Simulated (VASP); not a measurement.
Set up this calculation in VASP 6.6.1, as the native input.

```
Task                   : single point
Functional             : PBE
Potentials or basis    : VASP PAW PBE potentials, release 64 (Co, Si)
Cutoff                 : 520 eV
k mesh                 : 14 × 14 × 14
Occupations            : tetrahedron
Spin                   : no spin polarisation
Dipole correction      : no
Further INCAR settings : ALGO = Normal; EDIFF = 1e-06; NBANDS = 16
```

The structure of CoSi2 (MoSi2 type) lies in POSCAR:

```
CoSi2
1.0
   -1.4062657121      1.4062657121      3.2861767041
    1.4062657121     -1.4062657121      3.2861767041
    1.4062657121      1.4062657121     -3.2861767041
Co Si
1 2
Direct
    0.0000000000      0.0000000000      0.0000000000
    0.3354040956      0.3354040956      0.0000000000
   -0.3354040956     -0.3354040956      0.0000000000
```

These files were run (other wordings do the same):

INCAR

```
SYSTEM = CoSi2
  PREC = Accurate
  ENCUT = 520
  EDIFF = 1E-6
  ISMEAR = -4
  SIGMA = 0.1
  LREAL = .False.
  LASPH = .True.
  NELM = 80
  ALGO = Normal
  ISIF = 2
  LWAVE = .False.
  LCHARG = .True.
  GGA = PE
  LELF = .True.
  LVHAR = .True.
  NBANDS = 16
```

KPOINTS

```
regular mesh
0
Gamma
  14 14 14
  0 0 0
```

Potentials or basis: VASP PAW PBE potentials, release 64 (Co, Si).

The run is started by

```sh
$ cat potpaw_PBE.64/Co/POTCAR potpaw_PBE.64/Si/POTCAR > POTCAR
$ mpirun -np 1 vasp_std > vasp.out
```

It gave:

```json
{
  "Pressure": "116.1 GPa",
  "Largest force": "0.035 eV/Å"
}
```

Run time: 80 s on 1 thread of AMD EPYC 9R45 96-Core Processor (Zen 5), on a shared host, peak memory 0.23 GiB.
